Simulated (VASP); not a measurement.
Runs of VASP 6.6.1 on In. The structure is that of space group Im-3m (No. 229), or close to it. The cells are those of the table. 

```tsv
cell	gap on the mesh (eV)	pressure (GPa)
a = 3.288 Å, angles 109.5°, 1 atom	none	-2.1
a = 3.314 Å, angles 109.5°, 1 atom	none	(b)
a = 3.148 Å, angles 109.5°, 1 atom	none	3.8
a = 3.261 Å, angles 109.5°, 1 atom	none	(a)
a = 3.340 Å, angles 109.5°, 1 atom	none	-3.5
```

Alike in all rows: task single point; level PBEsol; potentials or basis VASP PAW PBE potentials, release 64 (In_d); no spin polarisation; k mesh 11 × 11 × 11; cutoff (eV) 520; smearing methfessel-paxton 0.05 eV.

**Question.** Estimate the missing entries.

**Answer.** (a) -1.3; (b) -2.8.

Caveats: the PAW data sets were made with another functional, which shifts forces and pressure a little; spin-orbit coupling is left out, which moves the levels of the heavy elements.

A k mesh can miss the band edges, and the runs leave out spin-orbit coupling on In.

A gap of «none» marks levels without a gap at the run's occupations.
